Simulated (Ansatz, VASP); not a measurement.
# Two plane-wave programs on CuAu

```
Cu Au
1.0
     2.84200    0.00000    0.00000
     0.00000    2.84200    0.00000
     0.00000    0.00000    3.78010
Cu Au
1 1
Direct
  0.50000 0.50000 0.50000
  0.00000 0.00000 0.00000
```

Change from the starting cell: strain +0.015 along x and y, +0.030 along z, atoms carried along.

Alike in both runs: task single point; functional PBE; k mesh 18 × 18 × 14; occupations gaussian, width 0.15 eV; no spin polarisation.

|  | VASP | Ansatz |
| --- | --- | --- |
| version | VASP 6.6.1 | Ansatz 0.2.0 |
| potentials or method | VASP PAW PBE potentials, release 64 (Cu, Au), cutoff 520 eV | scalar-relativistic, plane waves, PAW |
| valence electrons in the cell | 22 | 38 |

```csv
,VASP,Ansatz,Ansatz less VASP
gap on the k mesh at the Fermi level (eV),none,none,-
pressure (GPa),-2.0,-2.2,-0.18
"traceless stress, the component that is largest in VASP (GPa)",-0.77,-0.80,-0.031
```

A gap of «none» marks a metal or a gap that the smearing closes. VASP's potentials hold 22 valence electrons a cell and Ansatz's 38, so a difference there can come from the potentials and not from the codes.

Spin-orbit coupling is off throughout.
